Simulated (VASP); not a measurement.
# Be (P6_3/mmc) in VASP: further runs

The runs below take Be through single point, relaxation of cell and atoms, with PBEsol+D4, PBEsol+D3(BJ), PBEsol.

Everything below comes from runs of VASP 6.6.1. Logs are shortened: lines on timing, memory, paths and dates and some standing lists are left out, and cuts for length are marked.

### 1 The cell of the first run

The structure is hexagonal, space group P6_3/mmc (No. 194). The conventional cell has a = 2.253 Å, b = 2.253 Å, c = 3.533 Å, α = 90.00°, β = 90.00°, γ = 120.00°. Within 2.9 Å of Be (site symmetry -6m2) lie 12 Be at 2.19 to 2.25 Å.

### 2 Single point, PBEsol+D4

File INCAR:

```
PREC = Accurate
ENCUT = 520
EDIFF = 1E-6
ISMEAR = -1
SIGMA = 0.05
LREAL = F
LASPH = T
NELM = 60
ALGO = Fast
ISIF = 2
LWAVE = F
LCHARG = F
GGA = PS
IVDW = 13
NBANDS = 9
```

File KPOINTS:

```
regular mesh
0
Gamma
  13 13 8
```

File POSCAR:

```
Be
1.0
    2.2532489012      0.0000000000      0.0000000000
   -1.1266244506      1.9513707895      0.0000000000
    0.0000000000      0.0000000000      3.5328034718
Be
2
Direct
    0.6666666667      0.3333333333      0.7500000000
    0.3333333333      0.6666666667      0.2500000000
```

Potentials or basis: VASP PAW PBE potentials, release 64 (Be).

Started as:

```sh
> cat potpaw_PBE.64/Be/POTCAR > POTCAR
> mpirun -np 1 vasp_std > vasp.out
```

OUTCAR:

```text
PREC = Accurate
   ENCUT = 520
   EDIFF = 1E-6
   ISMEAR = -1
   LREAL = F
   LASPH = T
   NELM = 60
   ISIF = 2
   GGA = PS
   IVDW = 13

 ion  position               nearest neighbor table
   1  0.667  0.333  0.750-   2 2.19   2 2.19   2 2.19   2 2.19   2 2.19   2 2.19
   2  0.333  0.667  0.250-   1 2.19   1 2.19   1 2.19   1 2.19   1 2.19   1 2.19

  LATTYP: Found a hexagonal cell.
 ALAT       =     2.2532489012
 C/A-ratio  =     1.5678709396

  Lattice vectors:

 A1 = (   2.2532489012,   0.0000000000,   0.0000000000)
 A2 = (  -1.1266244506,   1.9513707895,   0.0000000000)
 A3 = (   0.0000000000,   0.0000000000,   3.5328034718)

Analysis of symmetry for initial positions (statically):
=====================================================================
 Subroutine PRICEL returns:
 Original cell was already a primitive cell.

 Routine SETGRP: Setting up the symmetry group for a
 hexagonal supercell.

 Subroutine GETGRP returns: Found 24 space group operations
 (whereof 12 operations were pure point group operations)
 out of a pool of 24 trial point group operations.

The static configuration has the point symmetry D_3d.
 The point group associated with its full space group is D_6h.

Analysis of symmetry for dynamics (positions and initial velocities):
=====================================================================
 Subroutine PRICEL returns:
 Original cell was already a primitive cell.

 Routine SETGRP: Setting up the symmetry group for a
 hexagonal supercell.

 Subroutine GETGRP returns: Found 24 space group operations
 (whereof 12 operations were pure point group operations)
 out of a pool of 24 trial point group operations.

The dynamic configuration has the point symmetry D_3d.
 The point group associated with its full space group is D_6h.

 Subroutine INISYM returns: Found 24 space group operations
 (whereof 12 operations are pure point group operations),
 and found     1 'primitive' translations

----------------------------------------------------------------------------------------

                                     Primitive cell

  volume of cell :      15.5335

  direct lattice vectors                    reciprocal lattice vectors
     2.253248901  0.000000000  0.000000000     0.443803612  0.256230135  0.000000000
    -1.126624451  1.951370790  0.000000000     0.000000000  0.512460269  0.000000000
     0.000000000  0.000000000  3.532803472     0.000000000  0.000000000  0.283061316

  length of vectors
     2.253248901  2.253248901  3.532803472     0.512460269  0.512460269  0.283061316

  position of ions in fractional coordinates (direct lattice)
     0.666666667  0.333333333  0.750000000
     0.333333333  0.666666667  0.250000000

  ion indices of the primitive-cell ions
   primitive index   ion index
                 1           1
                 2           2

----------------------------------------------------------------------------------------

 KPOINTS: regular mesh

Automatic generation of k-mesh.
 Grid dimensions read from file:
 generate k-points for:   13   13    8

 Generating k-lattice:

  Cartesian coordinates                     Fractional coordinates (reciprocal lattice)
     0.034138739  0.019710010  0.000000000     0.076923077  0.000000000  0.000000000
     0.000000000  0.039420021  0.000000000     0.000000000  0.076923077  0.000000000
     0.000000000  0.000000000  0.035382665     0.000000000  0.000000000  0.125000000

  Length of vectors
     0.039420021  0.039420021  0.035382665

  Shift w.r.t. Gamma in fractional coordinates (k-lattice)
     0.000000000  0.000000000  0.000000000

 Subroutine IBZKPT returns following result:
 ===========================================

 Found    105 irreducible k-points:

 Following reciprocal coordinates:
            Coordinates               Weight
  0.000000  0.000000  0.000000      1.000000
  0.076923 -0.000000  0.000000      6.000000
  0.153846 -0.000000  0.000000      6.000000
  0.230769 -0.000000  0.000000      6.000000
  0.307692 -0.000000  0.000000      6.000000
  0.384615 -0.000000  0.000000      6.000000
[... 16 lines left out ...]
  0.076923 -0.000000  0.125000     12.000000
  0.153846 -0.000000  0.125000     12.000000
 [... further k-points ...]
   k-points           NKPTS =    105   k-points in BZ     NKDIM =    105   number of bands    NBANDS=      9
   number of dos      NEDOS =    301   number of ions     NIONS =      2
   total plane-waves  NPLWV =   9072
   dimension x,y,z NGX =    18 NGY =   18 NGZ =   28
   dimension x,y,z NGXF=    36 NGYF=   36 NGZF=   56
   ions per type =               2
   NGX,Y,Z   is equivalent  to a cutoff of  13.28, 13.28, 13.18 a.u.
   NGXF,Y,Z  is equivalent  to a cutoff of  26.56, 26.56, 26.35 a.u.
 SYSTEM =  unknown system
   PREC   = accura    normal or accurate (medium, high low for compatibility)
   ISTART =      0    job   : 0-new  1-cont  2-samecut
   ICHARG =      2    charge: 1-file 2-atom 10-const
   ISPIN  =      1    spin polarized calculation?
   LNONCOLLINEAR =      F non collinear calculations
   LSORBIT =      F    spin-orbit coupling
   LASPH  =      T    aspherical Exc in radial PAW
   ENCUT  =  520.0 eV  38.22 Ry    6.18 a.u.   4.19  4.19  6.57*2*pi/ulx,y,z
   NELM   =     60;   NELMIN=  2; NELMDL= -5     # of ELM steps
   EDIFF  = 0.1E-05   stopping-criterion for ELM
   LREAL  =      F    real-space projection
   EDIFFG = 0.1E-04   stopping-criterion for IOM
   NSW    =      0    number of steps for IOM
   IBRION =     -1    ionic relax: 0-MD 1-quasi-New 2-CG
   NFREE  =      0    steps in history (QN), initial steepest desc. (CG)
   ISIF   =      2    stress and relaxation
   ISYM   =      2    0-nonsym 1-usesym 2-fastsym
   POTIM  = 0.5000    time-step for ionic-motion
   TEBEG  =    0.0;   TEEND  =   0.0 temperature during run
   PSTRESS=    0.0 pullay stress
   NELECT =       4.0000    total number of electrons
   NUPDOWN=      -1.0000    fix difference up-down
   EMIN   =  10.00;   EMAX   =-10.00  energy-range for DOS
   EFERMI =   0.00;   METHOD = LEGACY
   ISMEAR =    -1;   SIGMA  =   0.05  broadening in eV -4-tet -1-fermi 0-gaus
   EFERMI_NEDOS =   21; number of points for ismear=-14 and -15
   IALGO  =     68    algorithm
   IMIX   =      4    mixing-type and parameters
     AMIX     =   0.40;   BMIX     =  1.00
     AMIX_MAG =   1.60;   BMIX_MAG =  1.00
  volume/ion in A,a.u.               =       7.77        52.41
  Fermi-wavevector in a.u.,A,eV,Ry     =   1.041531  1.968207 14.759408  1.084786
  Thomas-Fermi vector in A             =   2.176155
   LORBIT       =      0    0 simple, 1 ext, 2 COOP (PROOUT), +10 PAW based schemes
   GGA     = PS    functional components
   LHFCALC =     F    Hartree Fock is set to
   AEXX    =    0.0000 exact exchange contribution
   IVDW    =    13    specifies the selected vdW correction
   LEPSILON=     F    determine dielectric tensor
   LRPA    =     F    only Hartree local field effects (RPA)
 non-spin polarized calculation
 RMM-DIIS sequential band-by-band and
  energy-cutoff  :      520.00
  volume of cell :       15.53
 maximum number of plane-waves:       432
 NGX is ok and might be reduce to    18
   NGX =  9   NGY =  9   NGZ = 13

 number of electron       4.0000000 magnetization

 Free energy of the ion-electron system (eV)
  ---------------------------------------------------
  ext. energy  EPLUGINS =         0.00000000
  ---------------------------------------------------
  free energy    TOTEN  =        -7.99273440 eV

  energy without entropy =       -7.99170945  energy(sigma->0) =       -7.99222193

 E-fermi :   6.9841     XC(G=0): -10.6663

 val. band max:        6.9075699464   @ k =   0.2308   0.1538   0.0000
 cond. band min:       7.0634264706   @ k =   0.3077   0.1538   0.0000
 fundamental gap:      0.1558565242
 Fermi energy:         6.9840850410

 k-point     1 :       0.0000    0.0000    0.0000
  band No.  band energies     occupation
      1      -4.2794      2.00000
      2       2.6787      2.00000
      3       8.4231      0.00000
      4      23.2911      0.00000
      5      23.2911      0.00000
      6      26.1961      0.00000
      7      26.1961      0.00000
      8      28.4894      0.00000
      9      34.4982      0.00000

 k-point     2 :       0.0769   -0.0000    0.0000
  band No.  band energies     occupation
      1      -4.1091      2.00000
      2       2.9038      2.00000
      3       8.4675      0.00000
      4      21.9314      0.00000
      5      22.3118      0.00000
      6      26.2153      0.00000
      7      26.6743      0.00000
      8      28.1347      0.00000
      9      32.2484      0.00000

 k-point     3 :       0.1538   -0.0000    0.0000
  band No.  band energies     occupation
      1      -3.5978      2.00000
      2       3.5780      2.00000
      3       8.5738      0.00000
      4      19.0288      0.00000
      5      20.6560      0.00000
      6      26.0249      0.00000
      7      26.7651      0.00000
      8      26.7806      0.00000
      9      29.1864      0.00000

 k-point     4 :       0.2308   -0.0000    0.0000
  band No.  band energies     occupation
      1      -2.7450      2.00000
      2       4.6962      2.00000
      3       8.5984      0.00000
      4      16.0300      0.00000
      5      19.1265      0.00000
      6      24.0885      0.00000
      7      24.5666      0.00000
      8      26.1511      0.00000
      9      27.3550      0.00000
[... 205 lines left out ...]
 k-point    22 :       0.0000    0.0000    0.1250
  band No.  band energies     occupation
      1      -4.1426      2.00000
      2       1.9384      2.00000
      3       9.4856      0.00000
      4      23.4173      0.00000
      5      23.4173      0.00000
      6      26.1529      0.00000
      7      26.1529      0.00000
      8      27.4587      0.00000
      9      35.3204      0.00000

 k-point    23 :       0.0769   -0.0000    0.1250
  band No.  band energies     occupation
      1      -3.9721      2.00000
      2       2.1447      2.00000
      3       9.5471      0.00000
      4      22.0656      0.00000
      5      22.4538      0.00000
      6      26.0289      0.00000
      7      26.5152      0.00000
      8      27.3214      0.00000
      9      32.2065      0.00000

 k-point    24 :       0.1538   -0.0000    0.1250
  band No.  band energies     occupation
      1      -3.4605      2.00000
      2       2.7569      2.00000
      3       9.7066      0.00000
      4      19.1593      0.00000
      5      20.8129      0.00000
      6      25.4398      0.00000
      7      26.2692      0.00000
      8      26.3872      0.00000
      9      29.4618      0.00000

 [... further k-points ...]

------------------------ aborting loop because EDIFF is reached ----------------------------------------

  DFT-D4 for vdW energy calculation

  Edisp (eV):   -0.13051

  FORCE on cell =-STRESS in cart. coord.  units (eV):
  Direction    XX          YY          ZZ          XY          YZ          ZX
  --------------------------------------------------------------------------------------
  -------------------------------------------------------------------------------------
  Total       0.03414     0.03414     0.04108     0.00000    -0.00000     0.00000
  in kB       3.52099     3.52099     4.23702     0.00000    -0.00000     0.00000
  external pressure =        3.76 kB  Pullay stress =        0.00 kB

 VOLUME and BASIS-vectors are now :
 -----------------------------------------------------------------------------
  energy-cutoff  :      520.00
  volume of cell :       15.53
      direct lattice vectors                 reciprocal lattice vectors
     2.253248901  0.000000000  0.000000000     0.443803612  0.256230135  0.000000000
    -1.126624451  1.951370790  0.000000000     0.000000000  0.512460269  0.000000000
     0.000000000  0.000000000  3.532803472     0.000000000  0.000000000  0.283061316

 POSITION                                       TOTAL-FORCE (eV/Angst)
 -----------------------------------------------------------------------------------
      1.12662      0.65046      2.64960         0.000000      0.000000      0.000000
     -0.00000      1.30091      0.88320        -0.000000     -0.000000      0.000000
 -----------------------------------------------------------------------------------
    total drift:                                0.000000     -0.000000      0.000000

  FREE ENERGIE OF THE ION-ELECTRON SYSTEM (eV)
  ---------------------------------------------------
  free  energy   TOTEN  =        -8.1232485052 eV

  energy  without entropy=       -8.1222235531  energy(sigma->0) =       -8.12273603
```

Run time: 6.5 s. Hardware: 1 thread of Intel Xeon 6975P-C, shared host; peak memory 0.13 GiB.

Results:

* Free energy: -8.1232 eV
* Pressure: 0.4 GPa
* Band gap on the k mesh: zero (band 2 reaches 8.26 eV, above the bottom of band 3 at 6.62 eV)
* Dispersion energy per atom: -0.065 eV

Levels at points of the mesh, in eV from the Fermi level:
```csv
k point,band 1,band 2,band 3,band 4,band 5,band 6
"(0.00, 0.00, 0.00)",-11.26,-4.31,1.44,16.31,16.31,19.21
"(0.00, 0.00, 0.50)",-9.08,-9.08,11.16,11.16,18.00,18.00
```

Caveat: the PAW data sets were made with another functional, which shifts forces and pressure a little; pairwise dispersion overbinds metals, which lowers pressure and volume.

### 3 Single point, PBEsol+D3(BJ)

This run uses another cell than the first one, of 8.11 Å³/atom, 1.044 times its volume.

File INCAR:

```
ALGO = Normal ; EDIFF = 1E-6
ENCUT = 520 ; GGA = PS
ISIF = 2 ; ISMEAR = -1
IVDW = 12 ; LASPH = True
LCHARG = False ; LREAL = False
LWAVE = False ; NBANDS = 9
NELM = 60 ; PREC = Accurate
SIGMA = 0.05
```

File KPOINTS:

```
k-points
0
Gamma
  13 13 8
```

File POSCAR:

```
Be
1.0
    2.2853000000      0.0000000000      0.0000000000
   -1.1426500000      1.9791278553      0.0000000000
    0.0000000000      0.0000000000      3.5842000000
Be
2
Direct
    0.6666666667      0.3333333333      0.7500000000
    0.3333333333      0.6666666667      0.2500000000
```

Potentials or basis: VASP PAW PBE potentials, release 64 (Be).

Started as:

```sh
> cat potpaw_PBE.64/Be/POTCAR > POTCAR
> mpirun -np 1 vasp_std > vasp.out
```

OUTCAR:

```text
EDIFF = 1E-6
   ENCUT = 520
   GGA = PS
   ISIF = 2
   ISMEAR = -1
   IVDW = 12
   LASPH = True
   LREAL = False
   NELM = 60
   PREC = Accurate
 IVDW          = 12

 ion  position               nearest neighbor table
   1  0.667  0.333  0.750-   2 2.23   2 2.23   2 2.23   2 2.23   2 2.23   2 2.23
   2  0.333  0.667  0.250-   1 2.23   1 2.23   1 2.23   1 2.23   1 2.23   1 2.23

  LATTYP: Found a hexagonal cell.
 ALAT       =     2.2853000000
 C/A-ratio  =     1.5683717674

  Lattice vectors:

 A1 = (   2.2853000000,   0.0000000000,   0.0000000000)
 A2 = (  -1.1426500000,   1.9791278553,   0.0000000000)
 A3 = (   0.0000000000,   0.0000000000,   3.5842000000)

Analysis of symmetry for initial positions (statically):
=====================================================================
 Subroutine PRICEL returns:
 Original cell was already a primitive cell.

 Routine SETGRP: Setting up the symmetry group for a
 hexagonal supercell.

 Subroutine GETGRP returns: Found 24 space group operations
 (whereof 12 operations were pure point group operations)
 out of a pool of 24 trial point group operations.

The static configuration has the point symmetry D_3d.
[... 171 lines left out ...]
  band No.  band energies     occupation
      1      -4.3936      2.00000
      2       2.4798      2.00000
      3       7.9241      0.00000
      4      22.4199      0.00000
      5      22.4199      0.00000
      6      25.2372      0.00000
      7      25.2372      0.00000
      8      27.4129      0.00000
      9      33.4478      0.00000
[... 265 lines left out ...]
 k-point    24 :       0.1538    0.0000    0.1250
  band No.  band energies     occupation
      1      -3.5872      2.00000
      2       2.5332      2.00000
      3       9.2220      0.00000
      4      18.4076      0.00000
      5      20.0389      0.00000
      6      24.4626      0.00000
      7      25.2963      0.00000
      8      25.3993      0.00000
      9      28.5050      0.00000

 [... further k-points ...]

------------------------ aborting loop because EDIFF is reached ----------------------------------------

 Edisp (eV)   -0.52814

 E8    (eV) :    -0.2956

  FORCE on cell =-STRESS in cart. coord.  units (eV):
  Direction    XX          YY          ZZ          XY          YZ          ZX
  --------------------------------------------------------------------------------------
  -------------------------------------------------------------------------------------
  Total      -0.86046    -0.86046    -0.93956     0.00000     0.00000    -0.00000
  in kB     -85.04186   -85.04186   -92.85932     0.00000     0.00000    -0.00000
  external pressure =      -87.65 kB  Pullay stress =        0.00 kB

 VOLUME and BASIS-vectors are now :
 -----------------------------------------------------------------------------
  energy-cutoff  :      520.00
  volume of cell :       16.21
      direct lattice vectors                 reciprocal lattice vectors
     2.285300000  0.000000000  0.000000000     0.437579311  0.252636533  0.000000000
    -1.142650000  1.979127855  0.000000000     0.000000000  0.505273066  0.000000000
     0.000000000  0.000000000  3.584200000     0.000000000  0.000000000  0.279002288

 POSITION                                       TOTAL-FORCE (eV/Angst)
 -----------------------------------------------------------------------------------
      1.14265      0.65971      2.68815        -0.000000      0.000000      0.000000
     -0.00000      1.31942      0.89605         0.000000     -0.000000      0.000000
 -----------------------------------------------------------------------------------
    total drift:                                0.000000     -0.000000      0.000000

  FREE ENERGIE OF THE ION-ELECTRON SYSTEM (eV)
  ---------------------------------------------------
  free  energy   TOTEN  =        -8.5165992631 eV

  energy  without entropy=       -8.5155201127  energy(sigma->0) =       -8.51605969
```

OSZICAR:

```text
N       E                     dE             d eps       ncg     rms          rms(c)
DAV:   1    -0.319032597550E+01   -0.31903E+01   -0.18006E+03  1906   0.364E+02
DAV:   2    -0.795577192897E+01   -0.47654E+01   -0.46897E+01  2840   0.549E+01
DAV:   3    -0.801940909156E+01   -0.63637E-01   -0.61356E-01  2145   0.392E+00
DAV:   4    -0.801953337535E+01   -0.12428E-03   -0.12428E-03  2417   0.168E-01
DAV:   5    -0.801953342294E+01   -0.47594E-07   -0.47912E-07  2097   0.301E-03    0.122E+00
DAV:   6    -0.799778282807E+01    0.21751E-01   -0.21948E-03  2020   0.442E-01    0.739E-01
DAV:   7    -0.798845852560E+01    0.93243E-02   -0.32194E-03  2024   0.462E-01    0.129E-02
DAV:   8    -0.798845722570E+01    0.12999E-05   -0.14514E-05  2100   0.263E-02    0.548E-03
DAV:   9    -0.798845784758E+01   -0.62188E-06   -0.39751E-07  1884   0.435E-03
   1 F= -.85165993E+01 E0= -.85160597E+01  d E =-.107915E-02
```

It took 5.9 s on 1 thread of Intel Xeon 6975P-C, shared host; peak memory 0.14 GiB.

Results:

```yaml
Free_energy: -8.5166 eV
Pressure: -8.8 GPa
Band_gap_on_the_k_mesh: zero (band 2 reaches 7.89 eV, above the bottom of band 3 at 6.28 eV)
Dispersion_energy_per_atom: -0.264 eV
```

Stress tensor (GPa, compression positive):
```
-8.50  0.00  0.00
 0.00 -8.50  0.00
 0.00  0.00 -9.29
```

Caveat: three body term missing; the PAW data sets were made with another functional, which shifts forces and pressure a little; pairwise dispersion overbinds metals, which lowers pressure and volume.

(Continued in part 2 of 3.)
